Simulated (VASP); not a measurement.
# Sn (I4_1/amd) in VASP: single point with r2SCAN

Aim: the single point of Sn with r2SCAN.

Program: VASP 6.6.1. These are calculated values, not measurements. Logs are shortened: lines on timing, memory, paths and dates and some standing lists are left out, and cuts for length are marked.

## 1. The cell of the first run

It takes space group I4_1/amd (No. 141, tetragonal). Conventional cell: a = 5.991 Å, b = 5.991 Å, c = 3.270 Å, α = 90.00°, β = 90.00°, γ = 90.00°. Sn (site symmetry -4m2) has 10 Sn at 3.11 to 3.87 Å within 4.1 Å.

## 2. Single point, r2SCAN

POSCAR

```
Sn
1.0
   -2.9955085038      2.9955085038      1.6352157983
    2.9955085038     -2.9955085038      1.6352157983
    2.9955085038      2.9955085038     -1.6352157983
Sn
2
Direct
    0.0000000000      0.0000000000      0.0000000000
    0.7500000000      0.2500000000      0.5000000000
```

INCAR.step1

```
ALGO = Normal ; EDIFF = 1E-4
ENCUT = 520 ; GGA = PE
ISMEAR = -1 ; LASPH = T
LCHARG = F ; LREAL = F
LWAVE = T ; NBANDS = 21
NELM = 80 ; PREC = Accurate
SIGMA = 0.1
```

INCAR.step2

```
ALGO = Normal ; EDIFF = 1E-6
ENCUT = 520 ; ISIF = 2
ISMEAR = -1 ; ISTART = 1
LASPH = T ; LCHARG = T
LELF = T ; LMIXTAU = T
LREAL = F ; LVHAR = T
LWAVE = F ; METAGGA = R2SCAN
NBANDS = 21 ; NELM = 80
PREC = Accurate ; SIGMA = 0.1
```

KPOINTS

```
k-points
0
Gamma
  10 10 10
```

Potentials or basis: VASP PAW PBE potentials, release 64 (Sn_d).

The run is started by

```bash
$ cat potpaw_PBE.64/Sn_d/POTCAR > POTCAR
$ cp INCAR.step1 INCAR
$ mpirun -np 1 vasp_std > vasp.out
$ cp INCAR.step2 INCAR
$ mpirun -np 1 vasp_std > vasp.out
```

OUTCAR:

```text
EDIFF = 1E-6
   ENCUT = 520
   ISIF = 2
   ISMEAR = -1
   ISTART = 1
   LASPH = T
   LREAL = F
   METAGGA = R2SCAN
   NELM = 80
   PREC = Accurate

 ion  position               nearest neighbor table
   1  0.000  0.000  0.000-   2 3.11   2 3.11   2 3.11   2 3.11
   2  0.750  0.250  0.500-   1 3.11   1 3.11   1 3.11   1 3.11

  LATTYP: Found a body centered tetragonal cell.
 ALAT       =     5.9910170076
 C/A-ratio  =     0.5458892192

  Lattice vectors:

 A1 = (  -2.9955085038,   2.9955085038,   1.6352157983)
 A2 = (   2.9955085038,  -2.9955085038,   1.6352157983)
 A3 = (   2.9955085038,   2.9955085038,  -1.6352157983)

Analysis of symmetry for initial positions (statically):
=====================================================================
 Subroutine PRICEL returns:
 Original cell was already a primitive cell.

 Routine SETGRP: Setting up the symmetry group for a
 body centered tetragonal supercell.

 Subroutine GETGRP returns: Found 16 space group operations
 (whereof  8 operations were pure point group operations)
 out of a pool of 16 trial point group operations.

The static configuration has the point symmetry D_2d.
 The point group associated with its full space group is D_4h.

Analysis of symmetry for dynamics (positions and initial velocities):
=====================================================================
 Subroutine PRICEL returns:
 Original cell was already a primitive cell.

 Routine SETGRP: Setting up the symmetry group for a
 body centered tetragonal supercell.

 Subroutine GETGRP returns: Found 16 space group operations
 (whereof  8 operations were pure point group operations)
 out of a pool of 16 trial point group operations.

The dynamic configuration has the point symmetry D_2d.
 The point group associated with its full space group is D_4h.

 Subroutine INISYM returns: Found 16 space group operations
 (whereof  8 operations are pure point group operations),
 and found     1 'primitive' translations

----------------------------------------------------------------------------------------

                                     Primitive cell

  volume of cell :      58.6916

  direct lattice vectors                    reciprocal lattice vectors
    -2.995508504  2.995508504  1.635215798     0.000000000  0.166916568  0.305770040
     2.995508504 -2.995508504  1.635215798     0.166916568  0.000000000  0.305770040
     2.995508504  2.995508504 -1.635215798     0.166916568  0.166916568  0.000000000

  length of vectors
     4.540933065  4.540933065  4.540933065     0.348362538  0.348362538  0.236055675

[... 73 lines left out ...]
   ICHARG =      0    charge: 1-file 2-atom 10-const
   ISPIN  =      1    spin polarized calculation?
   LNONCOLLINEAR =      F non collinear calculations
   LSORBIT =      F    spin-orbit coupling
   LASPH  =      T    aspherical Exc in radial PAW
   ENCUT  =  520.0 eV  38.22 Ry    6.18 a.u.   8.44  8.44  8.44*2*pi/ulx,y,z
   NELM   =     80;   NELMIN=  2; NELMDL=  0     # of ELM steps
   EDIFF  = 0.1E-05   stopping-criterion for ELM
   LREAL  =      F    real-space projection
   EDIFFG = 0.1E-04   stopping-criterion for IOM
   NSW    =      0    number of steps for IOM
   IBRION =     -1    ionic relax: 0-MD 1-quasi-New 2-CG
   NFREE  =      0    steps in history (QN), initial steepest desc. (CG)
   ISIF   =      2    stress and relaxation
   ISYM   =      2    0-nonsym 1-usesym 2-fastsym
   POTIM  = 0.5000    time-step for ionic-motion
   TEBEG  =    0.0;   TEEND  =   0.0 temperature during run
   PSTRESS=    0.0 pullay stress
   NELECT =      28.0000    total number of electrons
   NUPDOWN=      -1.0000    fix difference up-down
   EMIN   =  10.00;   EMAX   =-10.00  energy-range for DOS
   EFERMI =   0.00;   METHOD = LEGACY
   ISMEAR =    -1;   SIGMA  =   0.10  broadening in eV -4-tet -1-fermi 0-gaus
   EFERMI_NEDOS =   21; number of points for ismear=-14 and -15
   IALGO  =     38    algorithm
   IMIX   =      4    mixing-type and parameters
     AMIX     =   0.40;   BMIX     =  1.00
     AMIX_MAG =   1.60;   BMIX_MAG =  1.00
  volume/ion in A,a.u.               =      29.35       198.04
  Fermi-wavevector in a.u.,A,eV,Ry     =   1.279191  2.417321 22.263621  1.636330
  Thomas-Fermi vector in A             =   2.411691
   LORBIT       =      0    0 simple, 1 ext, 2 COOP (PROOUT), +10 PAW based schemes
   METAGGA = R2SCAN    functional components
   LHFCALC =     F    Hartree Fock is set to
   AEXX    =    0.0000 exact exchange contribution
   IVDW    =     0    specifies the selected vdW correction
   LEPSILON=     F    determine dielectric tensor
   LRPA    =     F    only Hartree local field effects (RPA)
 non-spin polarized calculation
  energy-cutoff  :      520.00
  volume of cell :       58.69
 maximum number of plane-waves:      1610
 NGX is ok and might be reduce to    36
   NGX = 17   NGY = 17   NGZ = 17

 number of electron      28.0000004 magnetization

 Free energy of the ion-electron system (eV)
  ---------------------------------------------------
  ext. energy  EPLUGINS =         0.00000000
  ---------------------------------------------------
  free energy    TOTEN  =       -49.22871642 eV

  energy without entropy =      -49.19899215  energy(sigma->0) =      -49.21385428

 E-fermi :   7.0048     XC(G=0): -10.7190

 val. band max:        6.9999800999   @ k =  -0.4000  -0.4000   0.3000
 cond. band min:       7.0368384330   @ k =  -0.3000   0.3000   0.2000
 fundamental gap:      0.0368583331
 Fermi energy:         7.0048051278

 k-point     1 :       0.0000    0.0000    0.0000
  band No.  band energies     occupation
      1     -15.2733      2.00000
      2     -15.2030      2.00000
      3     -15.1564      2.00000
      4     -15.1546      2.00000
      5     -15.0266      2.00000
      6     -15.0266      2.00000
[... 565 lines left out ...]
     20      16.3970      0.00000
     21      17.1903      0.00000

 [... further k-points ...]
[... 5 lines left out ...]
  --------------------------------------------------------------------------------------
  -------------------------------------------------------------------------------------
  Total       -0.9605970     -0.9605970     -1.2045284      0.0000000      0.0000000      0.0000000
  in kB      -26.2225920    -26.2225920    -32.8814864      0.0000000      0.0000000      0.0000000
  external PRESSURE =     -28.4422235 kB  Pullay stress =       0.0000000 kB

 VOLUME and BASIS-vectors are now :
 -----------------------------------------------------------------------------
  energy-cutoff  :      520.00
  volume of cell :       58.69
      direct lattice vectors                 reciprocal lattice vectors
    -2.995508504  2.995508504  1.635215798     0.000000000  0.166916568  0.305770040
     2.995508504 -2.995508504  1.635215798     0.166916568  0.000000000  0.305770040
     2.995508504  2.995508504 -1.635215798     0.166916568  0.166916568  0.000000000

 POSITION                                       TOTAL-FORCE (eV/Angst)
 -----------------------------------------------------------------------------------
      0.00000      0.00000      0.00000         0.000000     -0.000000      0.000000
      0.00000      2.99551      0.81761        -0.000000      0.000000     -0.000000
 -----------------------------------------------------------------------------------
    total drift:                               -0.000000      0.000000     -0.000000

  FREE ENERGIE OF THE ION-ELECTRON SYSTEM (eV)
  ---------------------------------------------------
  free  energy   TOTEN  =       -49.2287164188 eV

  energy  without entropy=      -49.1989921472  energy(sigma->0) =      -49.21385428
```

OUTCAR.step1:

```text
EDIFF = 1E-4
   ENCUT = 520
   GGA = PE
   ISMEAR = -1
   LASPH = T
   LREAL = F
[... 798 lines left out ...]
 -----------------------------------------------------------------------------------
      0.00000      0.00000      0.00000         0.000000     -0.000000      0.000000
      0.00000      2.99551      0.81761        -0.000000      0.000000     -0.000000
 -----------------------------------------------------------------------------------
    total drift:                               -0.000000      0.000000     -0.000000

  FREE ENERGIE OF THE ION-ELECTRON SYSTEM (eV)
  ---------------------------------------------------
  free  energy   TOTEN  =        -7.6184853332 eV

  energy  without entropy=       -7.5842793388  energy(sigma->0) =       -7.60138234
```

OSZICAR.step1:

```text
N       E                     dE             d eps       ncg     rms          rms(c)
DAV:   1     0.222203490647E+03    0.22220E+03   -0.14358E+04  4344   0.202E+03
DAV:   2     0.155986314008E+02   -0.20660E+03   -0.20240E+03  4299   0.451E+02
DAV:   3    -0.688934322477E+01   -0.22488E+02   -0.22311E+02  4980   0.135E+02
DAV:   4    -0.760372097866E+01   -0.71438E+00   -0.71394E+00  4854   0.266E+01
DAV:   5    -0.763270963952E+01   -0.28989E-01   -0.28988E-01  6177   0.507E+00    0.207E+00
DAV:   6    -0.762043694731E+01    0.12273E-01   -0.29950E-02  5731   0.234E+00    0.116E+00
DAV:   7    -0.761844800141E+01    0.19889E-02   -0.17625E-02  5825   0.178E+00    0.156E-01
DAV:   8    -0.761847773062E+01   -0.29729E-04   -0.19410E-03  5169   0.572E-01    0.355E-02
DAV:   9    -0.761848533320E+01   -0.76026E-05   -0.46576E-05  3032   0.726E-02
   1 F= -.76184853E+01 E0= -.76013823E+01  d E =-.342060E-01
```

Run time: 2.8 min. Hardware: 1 thread of Intel Xeon 6975P-C (Granite Rapids), shared host; peak memory 0.27 GiB.

Results:

```
Free energy            : -49.2287 eV
Pressure               : -2.8 GPa
Band gap on the k mesh : zero (band 14 reaches 8.44 eV, above the bottom of band 15 at 4.67 eV)
```

Caveat: the PAW data sets were made with another functional, which shifts forces and pressure a little; spin-orbit coupling is left out, which moves the levels of the heavy elements.
